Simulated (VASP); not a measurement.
# Zn4SiN (F-43m) in VASP: single point with PBE

Aim: the single point of Zn4SiN with PBE.

All numbers are computed with VASP 6.6.1; they aren't measurements. Logs are shortened: lines on timing, memory, paths and dates and some standing lists are left out, and cuts for length are marked.

## Step 1: The cell of the first run

It takes space group F-43m (No. 216, cubic). The conventional cell has a = 6.979 Å, b = 6.979 Å, c = 6.979 Å, α = 90.00°, β = 90.00°, γ = 90.00°. Within 3.3 Å of Zn (site symmetry 3m) lie 6 Zn at 2.46 to 2.47 Å and 3 Si at 2.89 Å and 3 N at 2.89 Å. Si (site symmetry -43m) has 12 Zn at 2.89 Å and 4 N at 3.02 Å within 3.8 Å. N (site symmetry -43m) has 12 Zn at 2.89 Å and 4 Si at 3.02 Å within 3.8 Å.

## Step 2: Single point, PBE, collinear spin, ferromagnetic start

Contents of INCAR:

```
PREC = Accurate
ENCUT = 520
EDIFF = 1E-6
ISMEAR = 0
SIGMA = 0.1
LREAL = False
LASPH = True
NELM = 150
ALGO = Normal
ISIF = 2
LWAVE = False
LCHARG = False
ISPIN = 2
MAGMOM = 0 0 0 0 0 1
LORBIT = 11
GGA = PE
NBANDS = 42
```

Contents of KPOINTS:

```
Automatic mesh
0
Gamma
  4 4 4
```

Contents of POSCAR:

```
Zn4SiN
1.0
    0.0000000000      3.4892616200      3.4892616200
    3.4892616200      0.0000000000      3.4892616200
    3.4892616200      3.4892616200      0.0000000000
Zn Si N
4 1 1
Direct
    0.6251497400      0.6251497400      0.1245507900
    0.6251497400      0.6251497400      0.6251497400
    0.1245507900      0.6251497400      0.6251497400
    0.6251497400      0.1245507900      0.6251497400
    0.0000000000      0.0000000000      0.0000000000
    0.2500000000      0.2500000000      0.2500000000
```

Potentials or basis: VASP PAW PBE potentials, release 64 (Zn, Si, N).

Command:

```
$ cat potpaw_PBE.64/Zn/POTCAR potpaw_PBE.64/Si/POTCAR potpaw_PBE.64/N/POTCAR > POTCAR
$ mpirun -np 1 vasp_std > vasp.out
```

OUTCAR:

```text
PREC = Accurate
   ENCUT = 520
   EDIFF = 1E-6
   ISMEAR = 0
   LREAL = False
   LASPH = True
   NELM = 150
   ISIF = 2
   ISPIN = 2
   LORBIT = 11
   GGA = PE

 ion  position               nearest neighbor table
   1  0.625  0.625  0.125-   2 2.46   3 2.46   4 2.46   2 2.47   4 2.47   3 2.47   5 2.89   5 2.89
                             5 2.89
   2  0.625  0.625  0.625-   1 2.46   3 2.46   4 2.46   1 2.47   4 2.47   3 2.47   5 2.89   5 2.89
                             5 2.89
   3  0.125  0.625  0.625-   1 2.46   2 2.46   4 2.46   2 2.47   1 2.47   4 2.47   5 2.89   5 2.89
                             5 2.89
   4  0.625  0.125  0.625-   1 2.46   2 2.46   3 2.46   1 2.47   2 2.47   3 2.47   5 2.89   5 2.89
                             5 2.89
   5  0.000  0.000  0.000-   1 2.89   3 2.89   4 2.89   2 2.89   2 2.89   2 2.89   4 2.89   3 2.89
                             4 2.89   1 2.89   1 2.89   3 2.89
   6  0.250  0.250  0.250-

  LATTYP: Found a face centered cubic cell.
 ALAT       =     6.9785232400

  Lattice vectors:

 A1 = (   0.0000000000,   3.4892616200,   3.4892616200)
 A2 = (   3.4892616200,   0.0000000000,   3.4892616200)
 A3 = (   3.4892616200,   3.4892616200,   0.0000000000)

Analysis of symmetry for initial positions (statically):
=====================================================================
 Subroutine PRICEL returns:
 Original cell was already a primitive cell.

 Routine SETGRP: Setting up the symmetry group for a
 face centered cubic supercell.

 Subroutine GETGRP returns: Found 24 space group operations
 (whereof 24 operations were pure point group operations)
 out of a pool of 48 trial point group operations.

The static configuration has the point symmetry T_d .

Analysis of symmetry for dynamics (positions and initial velocities):
=====================================================================
 Subroutine PRICEL returns:
 Original cell was already a primitive cell.

 Routine SETGRP: Setting up the symmetry group for a
 face centered cubic supercell.

 Subroutine GETGRP returns: Found 24 space group operations
 (whereof 24 operations were pure point group operations)
 out of a pool of 48 trial point group operations.

The dynamic configuration has the point symmetry T_d .

Analysis of structural, dynamic, and magnetic symmetry:
=====================================================================
 Subroutine PRICEL returns:
 Original cell was already a primitive cell.

 Routine SETGRP: Setting up the symmetry group for a
 face centered cubic supercell.

 Subroutine GETGRP returns: Found 24 space group operations
 (whereof 24 operations were pure point group operations)
 out of a pool of 48 trial point group operations.

The overall configuration has the point symmetry T_d .

 Subroutine INISYM returns: Found 24 space group operations
 (whereof 24 operations are pure point group operations),
 and found     1 'primitive' translations

----------------------------------------------------------------------------------------

                                     Primitive cell

  volume of cell :      84.9631

  direct lattice vectors                    reciprocal lattice vectors
     0.000000000  3.489261620  3.489261620    -0.143296793  0.143296793  0.143296793
     3.489261620  0.000000000  3.489261620     0.143296793 -0.143296793  0.143296793
     3.489261620  3.489261620  0.000000000     0.143296793  0.143296793 -0.143296793

  length of vectors
     4.934561106  4.934561106  4.934561106     0.248197326  0.248197326  0.248197326

  position of ions in fractional coordinates (direct lattice)
     0.625149740  0.625149740  0.124550790
     0.625149740  0.625149740  0.625149740
     0.124550790  0.625149740  0.625149740
     0.625149740  0.124550790  0.625149740
     0.000000000  0.000000000  0.000000000
     0.250000000  0.250000000  0.250000000

  ion indices of the primitive-cell ions
   primitive index   ion index
                 1           1
                 2           2
                 3           3
                 4           4
                 5           5
                 6           6

----------------------------------------------------------------------------------------

 KPOINTS: Automatic mesh

Automatic generation of k-mesh.
 Grid dimensions read from file:
 generate k-points for:    4    4    4

 Generating k-lattice:

  Cartesian coordinates                     Fractional coordinates (reciprocal lattice)
    -0.035824198  0.035824198  0.035824198     0.250000000  0.000000000  0.000000000
     0.035824198 -0.035824198  0.035824198     0.000000000  0.250000000  0.000000000
     0.035824198  0.035824198 -0.035824198     0.000000000  0.000000000  0.250000000

  Length of vectors
     0.062049331  0.062049331  0.062049331

  Shift w.r.t. Gamma in fractional coordinates (k-lattice)
     0.000000000  0.000000000  0.000000000

 Subroutine IBZKPT returns following result:
 ===========================================

 Found      8 irreducible k-points:

 Following reciprocal coordinates:
            Coordinates               Weight
  0.000000  0.000000  0.000000      1.000000
  0.250000  0.000000  0.000000      8.000000
  0.500000  0.000000  0.000000      4.000000
  0.250000  0.250000  0.000000      6.000000
  0.500000  0.250000  0.000000     24.000000
 -0.250000  0.250000  0.000000     12.000000
  0.500000  0.500000  0.000000      3.000000
 -0.250000  0.500000  0.250000      6.000000
   k-points           NKPTS =      8   k-points in BZ     NKDIM =      8   number of bands    NBANDS=     42
   number of dos      NEDOS =    301   number of ions     NIONS =      6
   total plane-waves  NPLWV =  64000
   dimension x,y,z NGX =    40 NGY =   40 NGZ =   40
   dimension x,y,z NGXF=    80 NGYF=   80 NGZF=   80
   ions per type =               4   1   1
   NGX,Y,Z   is equivalent  to a cutoff of  13.48, 13.48, 13.48 a.u.
   NGXF,Y,Z  is equivalent  to a cutoff of  26.95, 26.95, 26.95 a.u.
 SYSTEM =  unknown system
   PREC   = accura    normal or accurate (medium, high low for compatibility)
   ISTART =      0    job   : 0-new  1-cont  2-samecut
   ICHARG =      2    charge: 1-file 2-atom 10-const
   ISPIN  =      2    spin polarized calculation?
   LNONCOLLINEAR =      F non collinear calculations
   LSORBIT =      F    spin-orbit coupling
   LASPH  =      T    aspherical Exc in radial PAW
   ENCUT  =  520.0 eV  38.22 Ry    6.18 a.u.   9.18  9.18  9.18*2*pi/ulx,y,z
   NELM   =    150;   NELMIN=  2; NELMDL= -5     # of ELM steps
   EDIFF  = 0.1E-05   stopping-criterion for ELM
   LREAL  =      F    real-space projection
   EDIFFG = 0.1E-04   stopping-criterion for IOM
   NSW    =      0    number of steps for IOM
   IBRION =     -1    ionic relax: 0-MD 1-quasi-New 2-CG
   NFREE  =      0    steps in history (QN), initial steepest desc. (CG)
   ISIF   =      2    stress and relaxation
   ISYM   =      2    0-nonsym 1-usesym 2-fastsym
   POTIM  = 0.5000    time-step for ionic-motion
   TEBEG  =    0.0;   TEEND  =   0.0 temperature during run
   PSTRESS=    0.0 pullay stress
   NELECT =      57.0000    total number of electrons
   NUPDOWN=      -1.0000    fix difference up-down
   EMIN   =  10.00;   EMAX   =-10.00  energy-range for DOS
   EFERMI =   0.00;   METHOD = LEGACY
   ISMEAR =     0;   SIGMA  =   0.10  broadening in eV -4-tet -1-fermi 0-gaus
   EFERMI_NEDOS =   21; number of points for ismear=-14 and -15
   IALGO  =     38    algorithm
   IMIX   =      4    mixing-type and parameters
     AMIX     =   0.40;   BMIX     =  1.00
     AMIX_MAG =   1.60;   BMIX_MAG =  1.00
  volume/ion in A,a.u.               =      14.16        95.56
  Fermi-wavevector in a.u.,A,eV,Ry     =   1.433143  2.708248 27.944998  2.053899
  Thomas-Fermi vector in A             =   2.552694
   LORBIT       =     11    0 simple, 1 ext, 2 COOP (PROOUT), +10 PAW based schemes
   GGA     = PE    functional components
   LHFCALC =     F    Hartree Fock is set to
   AEXX    =    0.0000 exact exchange contribution
   IVDW    =     0    specifies the selected vdW correction
   LEPSILON=     F    determine dielectric tensor
   LRPA    =     F    only Hartree local field effects (RPA)
 spin polarized calculation
 Gauss-broadening in eV      SIGMA  =   0.10
  energy-cutoff  :      520.00
  volume of cell :       84.96
 maximum number of plane-waves:      2302
 NGX is ok and might be reduce to    40
   NGX = 19   NGY = 19   NGZ = 19

 number of electron      56.9999962 magnetization       1.1229918

 Free energy of the ion-electron system (eV)
  ---------------------------------------------------
  ext. energy  EPLUGINS =         0.00000000
  ---------------------------------------------------
  free energy    TOTEN  =       -12.88171701 eV

  energy without entropy =      -12.87055996  energy(sigma->0) =      -12.87613848

 E-fermi :   4.3779     XC(G=0): -11.4021

 val. band max:        4.3687718797   @ k =   0.5000   0.0000   0.0000
 cond. band min:       4.5747680620   @ k =   0.2500   0.2500   0.0000
 fundamental gap:      0.2059961823
 Fermi energy:         4.3779496339

 spin component 1

 k-point     1 :       0.0000    0.0000    0.0000
  band No.  band energies     occupation
      1      -9.7379      1.00000
      2      -6.1832      1.00000
      3      -4.7044      1.00000
      4      -4.6843      1.00000
      5      -4.6843      1.00000
      6      -4.6843      1.00000
[... 32 lines left out ...]
     39      16.7956      0.00000
     40      18.3819      0.00000

 k-point     2 :       0.2500    0.0000    0.0000
  band No.  band energies     occupation
      1      -9.5538      1.00000
      2      -6.0305      1.00000
      3      -4.9149      1.00000
      4      -4.6025      1.00000
      5      -4.5610      1.00000
      6      -4.5610      1.00000
[... 247 lines left out ...]
     39      11.8027      0.00000
     40      11.8500      0.00000

 k-point     8 :      -0.2500    0.5000    0.2500
  band No.  band energies     occupation
      1      -9.2676      1.00000
      2      -4.9343      1.00000
      3      -4.8718      1.00000
      4      -4.7989      1.00000
      5      -4.3355      1.00000
      6      -4.3074      1.00000
[... 32 lines left out ...]
     39      14.0197      0.00000
     40      14.1494      0.00000
 Fermi energy:         4.3779496339

 spin component 2

 k-point     1 :       0.0000    0.0000    0.0000
  band No.  band energies     occupation
      1      -8.6314      1.00000
      2      -5.9157      1.00000
      3      -4.6835      1.00000
      4      -4.6835      1.00000
      5      -4.6835      1.00000
      6      -4.3414      1.00000
[... 32 lines left out ...]
     39      16.9995      0.00000
     40      18.4867      0.00000

 k-point     2 :       0.2500    0.0000    0.0000
  band No.  band energies     occupation
      1      -8.3014      1.00000
      2      -5.8253      1.00000
      3      -4.8109      1.00000
      4      -4.5821      1.00000
      5      -4.5608      1.00000
      6      -4.5608      1.00000
[... 247 lines left out ...]
     39      11.8087      0.00000
     40      11.8435      0.00000

 k-point     8 :      -0.2500    0.5000    0.2500
  band No.  band energies     occupation
      1      -7.7159      1.00000
      2      -4.8934      1.00000
      3      -4.8743      1.00000
      4      -4.7833      1.00000
      5      -4.3364      1.00000
      6      -4.3101      1.00000
[... 32 lines left out ...]
     39      14.1457      0.00000
     40      14.1943      0.00000
 [bands above 40 left out]

------------------------ aborting loop because EDIFF is reached ----------------------------------------

  FORCE on cell =-STRESS in cart. coord.  units (eV):
  Direction    XX          YY          ZZ          XY          YZ          ZX
  --------------------------------------------------------------------------------------
  -------------------------------------------------------------------------------------
  Total        1.8277524      1.8277524      1.8277524     -0.0000000      0.0000000     -0.0000000
  in kB       34.4665122     34.4665122     34.4665122     -0.0000000      0.0000000     -0.0000000
  external PRESSURE =      34.4665122 kB  Pullay stress =       0.0000000 kB

 VOLUME and BASIS-vectors are now :
 -----------------------------------------------------------------------------
  energy-cutoff  :      520.00
  volume of cell :       84.96
      direct lattice vectors                 reciprocal lattice vectors
     0.000000000  3.489261620  3.489261620    -0.143296793  0.143296793  0.143296793
     3.489261620  0.000000000  3.489261620     0.143296793 -0.143296793  0.143296793
     3.489261620  3.489261620  0.000000000     0.143296793  0.143296793 -0.143296793

 POSITION                                       TOTAL-FORCE (eV/Angst)
 -----------------------------------------------------------------------------------
      2.61590      2.61590      4.36262         0.054785      0.054785     -0.054785
      4.36262      4.36262      4.36262        -0.054785     -0.054785     -0.054785
      4.36262      2.61590      2.61590        -0.054785      0.054785      0.054785
      2.61590      4.36262      2.61590         0.054785     -0.054785      0.054785
      0.00000      0.00000      0.00000        -0.000000     -0.000000     -0.000000
      1.74463      1.74463      1.74463        -0.000000     -0.000000     -0.000000
 -----------------------------------------------------------------------------------
    total drift:                               -0.000011     -0.000011     -0.000012

  FREE ENERGIE OF THE ION-ELECTRON SYSTEM (eV)
  ---------------------------------------------------
  free  energy   TOTEN  =       -12.8817170092 eV

  energy  without entropy=      -12.8705599560  energy(sigma->0) =      -12.87613848

 total charge

# of ion       s       p       d       tot
------------------------------------------
    1        0.605   0.506   9.747  10.859
    2        0.605   0.506   9.747  10.859
    3        0.605   0.506   9.747  10.859
    4        0.605   0.506   9.747  10.859
    5        0.863   0.643   0.000   1.507
    6        1.356   2.017   0.000   3.373
--------------------------------------------------
tot          4.640   4.685  38.989  48.314

 magnetization (x)

# of ion       s       p       d       tot
------------------------------------------
    1       -0.001  -0.011   0.005  -0.007
    2       -0.001  -0.011   0.005  -0.007
    3       -0.001  -0.011   0.005  -0.007
    4       -0.001  -0.011   0.005  -0.007
    5       -0.004   0.025   0.000   0.021
    6        0.019   0.810   0.000   0.829
--------------------------------------------------
tot          0.010   0.791   0.021   0.822
```

Wall time 37 s (1 thread of Intel Xeon 6975P-C (Granite Rapids), shared host); peak memory 0.3 GiB.

Results:

```
Free energy                                           : -12.8817 eV
Pressure                                              : 3.4 GPa
Largest force                                         : 0.095 eV/Å
Net moment                                            : 1.12 μB per cell
Site moments                                          : Zn -0.01; Si +0.02; N +0.83 μB
Valence electrons inside the program's atomic spheres : Zn 10.86; Si 1.51; N 3.37
```

Forces in eV/Å, atoms in the order of the input:
```
Zn   0.055  0.055 -0.055
Zn  -0.055 -0.055 -0.055
Zn  -0.055  0.055  0.055
Zn   0.055 -0.055  0.055
Si   0.000  0.000  0.000
N    0.000  0.000  0.000
```

Caveat: the k points lie up to 0.39 Å⁻¹ apart.
